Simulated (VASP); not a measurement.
Input of a VASP 6.6.1 run:

File INCAR:

```
ALGO = Normal
EDIFF = 1E-7
ENCUT = 520
GGA = PE
ISIF = 2
ISMEAR = 0
LASPH = True
LCHARG = False
LREAL = False
LWAVE = False
NBANDS = 10
NELM = 60
PREC = Accurate
SIGMA = 0.02
```

Contents of KPOINTS:

```
k-points
0
Gamma
  8 8 4
```

File POSCAR:

```
H
1.0
    1.7125113815     -2.5811995254      0.0000000000
    1.7125113815      2.5811995254      0.0000000000
    0.0000000000      0.0000000000      6.0151905020
H
4
Direct
    0.5849259561      0.4150740439      1.0362361990
    0.4150740439      0.5849259561     -0.0362361990
    0.4150740439      0.5849259561      0.5362361990
    0.5849259561      0.4150740439      0.4637638010
```

Potentials or basis: VASP PAW PBE potentials, release 64 (H).

The run is started by

```console
$ cat potpaw_PBE.64/H/POTCAR > POTCAR
$ mpirun -np 1 vasp_std > vasp.out
```

(1) Estimate the band gap on the k mesh.

(2) Estimate the pressure.

Answers

(1) 5.54 eV, direct.

(2) -7.6 GPa.

Caveat: the cell differs from its parent crystal (strained); forces of over 1 eV/Å act on the atoms, so gaps and moduli don't describe the material at rest.
